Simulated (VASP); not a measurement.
# Mo12CO in VASP: single point with PBE

Aim: the single point of Mo12CO with PBE.

All numbers are computed with VASP 6.6.1; they aren't measurements. Logs are shortened: lines on timing, memory, paths and dates and some standing lists are left out, and cuts for length are marked.

## 1. The cell of the first run

The cell holds a slab with vacuum, 14 atoms: a = 5.474 Å, b = 5.474 Å, c = 22.308 Å, α = 90.00°, β = 90.00°, γ = 109.47°.

## 2. Single point, PBE

The input, INCAR:

```
SYSTEM = Mo12CO
PREC = Accurate
ENCUT = 520
EDIFF = 1E-6
ISMEAR = 0
SIGMA = 0.1
LREAL = .FALSE.
LASPH = .TRUE.
NELM = 100
ALGO = Normal
ISIF = 2
LWAVE = .FALSE.
LCHARG = .FALSE.
LDIPOL = .TRUE.
IDIPOL = 3
DIPOL = 0.5 0.5 0.304
GGA = PE
NBANDS = 102
```

The input, KPOINTS:

```
Automatic mesh
0
G
  5 5 1
  0 0 0
```

The input, POSCAR:

```
Mo12CO
1.0
    5.4740406976      0.0000000000      0.0000000000
   -1.8246802325      5.1609750636      0.0000000000
    0.0000000000      0.0000000000     22.3082144184
Mo C O
12 1 1
Direct
    0.2500000000      0.2500000000      0.1793061482
    0.2500000000      0.7500000000      0.1793061482
    0.7500000000      0.2500000000      0.1793061482
    0.7500000000      0.7500000000      0.1793061482
    0.0000000000      0.0000000000      0.2758696768
    0.0000000000      0.5000000000      0.2758696768
    0.5000000000      0.0000000000      0.2758696768
    0.5000000000      0.5000000000      0.2758696768
    0.2500000000      0.2500000000      0.3724284814
    0.2500000000      0.7500000000      0.3724284814
    0.7500000000      0.2500000000      0.3724284814
    0.7500000000      0.7500000000      0.3724284814
    1.0000000000      0.7500000000      0.4580471671
    1.1589319569      0.9089319569      0.4840465586
```

Potentials or basis: VASP PAW PBE potentials, release 64 (Mo_sv, C, O).

Command:

```bash
> cat potpaw_PBE.64/Mo_sv/POTCAR potpaw_PBE.64/C/POTCAR potpaw_PBE.64/O/POTCAR > POTCAR
> mpirun -np 1 vasp_std > vasp.out
```

OUTCAR:

```text
SYSTEM = Mo12CO
   PREC = Accurate
   ENCUT = 520
   EDIFF = 1E-6
   ISMEAR = 0
   LREAL = .FALSE.
   LASPH = .TRUE.
   NELM = 100
   ISIF = 2
   GGA = PE

 ion  position               nearest neighbor table
   1  0.250  0.250  0.179-   5 2.67   8 2.67   2 2.74   2 2.74   3 2.74   3 2.74   7 3.10   6 3.10
                             4 3.16   4 3.16
   2  0.250  0.750  0.179-   6 2.67   7 2.67   1 2.74   1 2.74   4 2.74   4 2.74   5 3.10   8 3.10
                             3 3.16   3 3.16
   3  0.750  0.250  0.179-   6 2.67   7 2.67   4 2.74   4 2.74   1 2.74   1 2.74   5 3.10   8 3.10
                             2 3.16   2 3.16
   4  0.750  0.750  0.179-   5 2.67   8 2.67   3 2.74   3 2.74   2 2.74   2 2.74   7 3.10   6 3.10
                             1 3.16   1 3.16
   5  0.000  0.000  0.276-   9 2.67  12 2.67   1 2.67   4 2.67   6 2.74   6 2.74   7 2.74   7 2.74
                            11 3.10  10 3.10   3 3.10   2 3.10   8 3.16   8 3.16
   6  0.000  0.500  0.276-  10 2.67  11 2.67   2 2.67   3 2.67   5 2.74   5 2.74   8 2.74   8 2.74
                             9 3.10  12 3.10   1 3.10   4 3.10   7 3.16   7 3.16
   7  0.500  0.000  0.276-  10 2.67  11 2.67   2 2.67   3 2.67   8 2.74   8 2.74   5 2.74   5 2.74
                             9 3.10  12 3.10   1 3.10   4 3.10   6 3.16   6 3.16
   8  0.500  0.500  0.276-   9 2.67  12 2.67   1 2.67   4 2.67   7 2.74   7 2.74   6 2.74   6 2.74
                            11 3.10  10 3.10   3 3.10   2 3.10   5 3.16   5 3.16
   9  0.250  0.250  0.372-   5 2.67   8 2.67  10 2.74  10 2.74  11 2.74  11 2.74   7 3.10   6 3.10
                            12 3.16  12 3.16
  10  0.250  0.750  0.372-  13 2.35   7 2.67   6 2.67   9 2.74   9 2.74  12 2.74  12 2.74   8 3.10
                             5 3.10  11 3.16  11 3.16
  11  0.750  0.250  0.372-   6 2.67   7 2.67  12 2.74  12 2.74   9 2.74   9 2.74   5 3.10   8 3.10
                            10 3.16  10 3.16
  12  0.750  0.750  0.372-  13 2.35   8 2.67   5 2.67  11 2.74  11 2.74  10 2.74  10 2.74   6 3.10
                             7 3.10   9 3.16   9 3.16
  13  0.000  0.750  0.458-  14 1.16  12 2.35  10 2.35
  14  0.159  0.909  0.484-  13 1.16

  LATTYP: Found a base centered orthorhombic cell.
 ALAT       =     6.3208777406
 B/A-ratio  =     1.4142135624
 C/A-ratio  =     3.5292906039

  Lattice vectors:

 A1 = (   5.4740406976,   0.0000000000,   0.0000000000)
 A2 = (  -1.8246802325,   5.1609750636,   0.0000000000)
 A3 = (   0.0000000000,   0.0000000000,  22.3082144184)

Analysis of symmetry for initial positions (statically):
=====================================================================
 Subroutine PRICEL returns:
 Original cell was already a primitive cell.

 Routine SETGRP: Setting up the symmetry group for a
 base centered orthorhombic supercell.

 Subroutine GETGRP returns: Found  1 space group operations
 (whereof  1 operations were pure point group operations)
 out of a pool of  8 trial point group operations.

The static configuration has the point symmetry C_1 .

Analysis of symmetry for dynamics (positions and initial velocities):
=====================================================================
 Subroutine PRICEL returns:
 Original cell was already a primitive cell.

 Routine SETGRP: Setting up the symmetry group for a
 base centered orthorhombic supercell.

 Subroutine GETGRP returns: Found  1 space group operations
 (whereof  1 operations were pure point group operations)
 out of a pool of  8 trial point group operations.

The dynamic configuration has the point symmetry C_1 .

 Subroutine INISYM returns: Found  1 space group operations
 (whereof  1 operations are pure point group operations),
 and found     1 'primitive' translations

----------------------------------------------------------------------------------------

                                     Primitive cell

  volume of cell :     630.2380

  direct lattice vectors                    reciprocal lattice vectors
     5.474040698  0.000000000  0.000000000     0.182680410  0.064587278  0.000000000
    -1.824680232  5.160975064  0.000000000     0.000000000  0.193761835  0.000000000
     0.000000000  0.000000000 22.308214418     0.000000000  0.000000000  0.044826537

  length of vectors
     5.474040698  5.474040698 22.308214418     0.193761835  0.193761835  0.044826537

  position of ions in fractional coordinates (direct lattice)
     0.250000000  0.250000000  0.179306148
     0.250000000  0.750000000  0.179306148
     0.750000000  0.250000000  0.179306148
     0.750000000  0.750000000  0.179306148
     0.000000000  0.000000000  0.275869677
     0.000000000  0.500000000  0.275869677
     0.500000000  0.000000000  0.275869677
     0.500000000  0.500000000  0.275869677
     0.250000000  0.250000000  0.372428481
     0.250000000  0.750000000  0.372428481
     0.750000000  0.250000000  0.372428481
     0.750000000  0.750000000  0.372428481
     0.000000000  0.750000000  0.458047167
     0.158931957  0.908931957  0.484046559

  ion indices of the primitive-cell ions
   primitive index   ion index
                 1           1
                 2           2
                 3           3
                 4           4
                 5           5
                 6           6
                 7           7
                 8           8
                 9           9
                10          10
                11          11
                12          12
                13          13
                14          14

----------------------------------------------------------------------------------------

 KPOINTS: Automatic mesh

Automatic generation of k-mesh.
 Grid dimensions read from file:
 generate k-points for:    5    5    1

 Generating k-lattice:

  Cartesian coordinates                     Fractional coordinates (reciprocal lattice)
     0.036536082  0.012917456  0.000000000     0.200000000  0.000000000  0.000000000
     0.000000000  0.038752367  0.000000000     0.000000000  0.200000000  0.000000000
     0.000000000  0.000000000  0.044826537     0.000000000  0.000000000  1.000000000

  Length of vectors
     0.038752367  0.038752367  0.044826537

  Shift w.r.t. Gamma in fractional coordinates (k-lattice)
     0.000000000  0.000000000  0.000000000

 Subroutine IBZKPT returns following result:
 ===========================================

 Found     13 irreducible k-points:

 Following reciprocal coordinates:
            Coordinates               Weight
  0.000000  0.000000  0.000000      1.000000
  0.200000 -0.000000  0.000000      2.000000
  0.000000  0.200000  0.000000      2.000000
  0.400000 -0.000000  0.000000      2.000000
  0.000000  0.400000  0.000000      2.000000
  0.200000  0.200000  0.000000      2.000000
  0.400000  0.200000  0.000000      2.000000
  0.200000  0.400000  0.000000      2.000000
 -0.400000  0.200000  0.000000      2.000000
  0.200000 -0.400000  0.000000      2.000000
 -0.200000  0.200000  0.000000      2.000000
  0.400000  0.400000  0.000000      2.000000
 -0.400000  0.400000  0.000000      2.000000
   k-points           NKPTS =     13   k-points in BZ     NKDIM =     13   number of bands    NBANDS=    102
   number of dos      NEDOS =    301   number of ions     NIONS =     14
   total plane-waves  NPLWV = 296352
   dimension x,y,z NGX =    42 NGY =   42 NGZ =  168
   dimension x,y,z NGXF=    84 NGYF=   84 NGZF=  336
   ions per type =              12   1   1
   NGX,Y,Z   is equivalent  to a cutoff of  12.76, 12.76, 12.52 a.u.
   NGXF,Y,Z  is equivalent  to a cutoff of  25.51, 25.51, 25.04 a.u.
 SYSTEM =  Mo12CO
   PREC   = accura    normal or accurate (medium, high low for compatibility)
   ISTART =      0    job   : 0-new  1-cont  2-samecut
   ICHARG =      2    charge: 1-file 2-atom 10-const
   ISPIN  =      1    spin polarized calculation?
   LNONCOLLINEAR =      F non collinear calculations
   LSORBIT =      F    spin-orbit coupling
   LASPH  =      T    aspherical Exc in radial PAW
   ENCUT  =  520.0 eV  38.22 Ry    6.18 a.u.  10.18 10.18 41.48*2*pi/ulx,y,z
   NELM   =    100;   NELMIN=  2; NELMDL= -5     # of ELM steps
   EDIFF  = 0.1E-05   stopping-criterion for ELM
   LREAL  =      F    real-space projection
   EDIFFG = 0.1E-04   stopping-criterion for IOM
   NSW    =      0    number of steps for IOM
   IBRION =     -1    ionic relax: 0-MD 1-quasi-New 2-CG
   NFREE  =      0    steps in history (QN), initial steepest desc. (CG)
   ISIF   =      2    stress and relaxation
   ISYM   =      2    0-nonsym 1-usesym 2-fastsym
   POTIM  = 0.5000    time-step for ionic-motion
   TEBEG  =    0.0;   TEEND  =   0.0 temperature during run
   PSTRESS=    0.0 pullay stress
   NELECT =     178.0000    total number of electrons
   NUPDOWN=      -1.0000    fix difference up-down
   EMIN   =  10.00;   EMAX   =-10.00  energy-range for DOS
   EFERMI =   0.00;   METHOD = LEGACY
   ISMEAR =     0;   SIGMA  =   0.10  broadening in eV -4-tet -1-fermi 0-gaus
   EFERMI_NEDOS =   21; number of points for ismear=-14 and -15
   IALGO  =     38    algorithm
   IMIX   =      4    mixing-type and parameters
     AMIX     =   0.40;   BMIX     =  1.00
     AMIX_MAG =   1.60;   BMIX_MAG =  1.00
  volume/ion in A,a.u.               =      45.02       303.79
  Fermi-wavevector in a.u.,A,eV,Ry     =   1.074105  2.029764 15.697055  1.153701
  Thomas-Fermi vector in A             =   2.209923
   LORBIT       =      0    0 simple, 1 ext, 2 COOP (PROOUT), +10 PAW based schemes
   GGA     = PE    functional components
   LHFCALC =     F    Hartree Fock is set to
   AEXX    =    0.0000 exact exchange contribution
   IVDW    =     0    specifies the selected vdW correction
   LEPSILON=     F    determine dielectric tensor
   LRPA    =     F    only Hartree local field effects (RPA)
 non-spin polarized calculation
 Gauss-broadening in eV      SIGMA  =   0.10
  energy-cutoff  :      520.00
  volume of cell :      630.24
 maximum number of plane-waves:     17010
 NGX is ok and might be reduce to    42
   NGX = 21   NGY = 21   NGZ = 83

 dipolmoment           0.000000      0.000000     -0.003549 electrons x Angstroem

 number of electron     177.9999993 magnetization

 dipolmoment           0.000000      0.000000      0.009982 electrons x Angstroem

 Free energy of the ion-electron system (eV)
  ---------------------------------------------------
  ext. energy  EPLUGINS =         0.00000000
  ---------------------------------------------------
  free energy    TOTEN  =      -136.53587760 eV

  energy without entropy =     -136.47108630  energy(sigma->0) =     -136.50348195

 E-fermi :   0.8108     XC(G=0):  -5.1970

 val. band max:        0.7733978940   @ k =  -0.4000   0.4000   0.0000
 cond. band min:       0.8223899041   @ k =   0.2000  -0.4000   0.0000
 fundamental gap:      0.0489920101
 Fermi energy:         0.8108437317

 k-point     1 :       0.0000    0.0000    0.0000
  band No.  band energies     occupation
      1     -60.4647      2.00000
      2     -60.2876      2.00000
      3     -60.2843      2.00000
      4     -60.2230      2.00000
      5     -60.1910      2.00000
      6     -60.1301      2.00000
[... 93 lines left out ...]
    100       2.5286      0.00000
    101       2.5831      0.00000

 k-point     2 :       0.2000   -0.0000    0.0000
  band No.  band energies     occupation
      1     -60.4487      2.00000
      2     -60.3042      2.00000
      3     -60.2804      2.00000
      4     -60.2292      2.00000
      5     -60.1793      2.00000
      6     -60.1217      2.00000
[... 1237 lines left out ...]
    100       1.6891      0.00000
    101       1.7167      0.00000
 [bands above 101 left out]

------------------------ aborting loop because EDIFF is reached ----------------------------------------

 vacuum level on the upper side and lower side of the slab       (xc-potential included)        -0.061        -0.091

  FORCE on cell =-STRESS in cart. coord.  units (eV):
  Direction    XX          YY          ZZ          XY          YZ          ZX
  --------------------------------------------------------------------------------------
  -------------------------------------------------------------------------------------
  Total       -7.9786586     -7.7738675      0.4303944      1.7948786      1.2467057     -0.6301304
  in kB      -20.2831719    -19.7625565      1.0941392      4.5629012      3.1693481     -1.6019037
  external PRESSURE =     -12.9838631 kB  Pullay stress =       0.0000000 kB

 VOLUME and BASIS-vectors are now :
 -----------------------------------------------------------------------------
  energy-cutoff  :      520.00
  volume of cell :      630.24
      direct lattice vectors                 reciprocal lattice vectors
     5.474040698  0.000000000  0.000000000     0.182680410  0.064587278  0.000000000
    -1.824680232  5.160975064  0.000000000     0.000000000  0.193761835  0.000000000
     0.000000000  0.000000000 22.308214418     0.000000000  0.000000000  0.044826537

 POSITION                                       TOTAL-FORCE (eV/Angst)
 -----------------------------------------------------------------------------------
      0.91234      1.29024      4.00000         0.159637     -0.059639      0.134147
      0.00000      3.87073      4.00000         0.001528      0.039448     -0.110709
      3.64936      1.29024      4.00000        -0.081838      0.019178     -0.058747
      2.73702      3.87073      4.00000         0.000396     -0.005342     -0.014530
      0.00000      0.00000      6.15416        -0.002831      0.156432     -0.273130
     -0.91234      2.58049      6.15416        -0.075931     -0.128691     -0.006510
      2.73702      0.00000      6.15416         0.174603     -0.009911     -0.004276
      1.82468      2.58049      6.15416        -0.214320     -0.066441     -0.210511
      0.91234      1.29024      8.30821        -0.259777      0.236236     -0.240872
      0.00000      3.87073      8.30821         0.305643      0.025878      0.335630
      3.64936      1.29024      8.30821         0.210359     -0.208404     -0.211283
      2.73702      3.87073      8.30821         0.624282     -0.186893      1.692867
     -1.36851      3.87073     10.21821        -2.686731     -1.123856     -3.152556
     -0.78851      4.69098     10.79821         1.844981      1.312006      2.120482
 -----------------------------------------------------------------------------------
    total drift:                                0.000333      0.000454     -0.001339

  FREE ENERGIE OF THE ION-ELECTRON SYSTEM (eV)
  ---------------------------------------------------
  free  energy   TOTEN  =      -136.5358775972 eV

  energy  without entropy=     -136.4710862989  energy(sigma->0) =     -136.50348195

 vacuum level on the upper side and lower side of the slab         5.494         5.435
```

Wall time 33 min (1 thread of Intel Xeon 6975P-C (Granite Rapids), shared host); peak memory 0.98 GiB.

Results:

```yaml
Free_energy: -136.5359 eV
Largest_force: 4.292 eV/Å
Band_gap_on_the_k_mesh: zero (band 89 reaches 1.84 eV, above the bottom of band 90 at 0.25 eV)
```

Forces in eV/Å, atoms in the order of the input:
```
Mo   0.160 -0.060  0.134
Mo   0.002  0.039 -0.111
Mo  -0.082  0.019 -0.059
Mo   0.000 -0.005 -0.015
Mo  -0.003  0.156 -0.273
Mo  -0.076 -0.129 -0.007
Mo   0.175 -0.010 -0.004
Mo  -0.214 -0.066 -0.211
Mo  -0.260  0.236 -0.241
Mo   0.306  0.026  0.336
Mo   0.210 -0.208 -0.211
Mo   0.624 -0.187  1.693
C   -2.687 -1.124 -3.153
O    1.845  1.312  2.120
```
